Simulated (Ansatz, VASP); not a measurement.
**One calculation of WS2, two programs**

The input INCAR:

```
SYSTEM = WS2
PREC = Accurate ; ENCUT = 520
EDIFF = 1E-6 ; ISMEAR = -1
SIGMA = 0.05 ; LREAL = .FALSE.
LASPH = .TRUE. ; NELM = 60
ALGO = Normal ; ISIF = 2
LWAVE = .FALSE. ; LCHARG = .FALSE.
GGA = PE ; NBANDS = 20
```

Contents of KPOINTS:

```
Automatic mesh
0
G
  8 8 6
  0 0 0
```

POSCAR

```
WS2
1.0
    3.1605844900     -1.9375011600      0.0000000000
    3.1605844900      1.9375011600      0.0000000000
   -0.0031116300      0.0000000000      4.4570869100
W S
1 2
Direct
    0.0000000000      0.0000000000      0.0000000000
    0.6879000000      0.6879000000      0.2889000000
    0.3121000000      0.3121000000      0.7111000000
```

Contents of input.yaml:

```yaml
crystal:
  lattice:
    - [3.16058449, -1.93750116, 0.0]
    - [3.16058449, 1.93750116, 0.0]
    - [-0.00311163, 0.0, 4.45708691]
  atoms:
    - { symbol: W, position: [0.0, 0.0, 0.0] }
    - { symbol: S, position: [0.6879, 0.6879, 0.2889] }
    - { symbol: S, position: [0.3121, 0.3121, 0.7111] }
kpoints:
  mp_grid: { grid: [8, 8, 6] }
scf:
  occupations: { method: fermi_dirac, width: 0.05 }
hamiltonian:
  xc: pbe
  pseudopotentials: { kind: all_electron, lapw: { basis_error: 0.001 } }
output:
  forces: true
  stress: true
  eigenvalues: true
  populations: true
```

Alike in both runs: task single point; functional PBE; k mesh 8 × 8 × 6; occupations fermi-dirac, width 0.05 eV; no spin polarisation.

|  | VASP | Ansatz |
| --- | --- | --- |
| version | VASP 6.6.1 | Ansatz 0.2.0 |
| potentials or method | VASP PAW PBE potentials, release 64 (W_sv, S), cutoff 520 eV | all-electron LAPW, scalar-relativistic |

VASP gave:

```
gap on the k mesh at the Fermi level (eV)                     : none
pressure (GPa)                                                : -5.4
traceless stress, the component that is largest in VASP (GPa) : 19.42
rms of the force components (eV/Å)                            : 0.710
```

Problem. Estimate Ansatz's values.

Solution. gap on the k mesh at the Fermi level (eV): none; pressure (GPa): -5.4; traceless stress, the component that is largest in VASP (GPa): 19.39; rms of the force components (eV/Å): 0.709.

Atom by atom the forces differ by 0.001 eV/Å (rms over components). A gap of «none» marks a metal or a gap that the smearing closes. Ansatz ran all-electron here, and VASP with PAW potentials.

Spin-orbit coupling is off throughout.
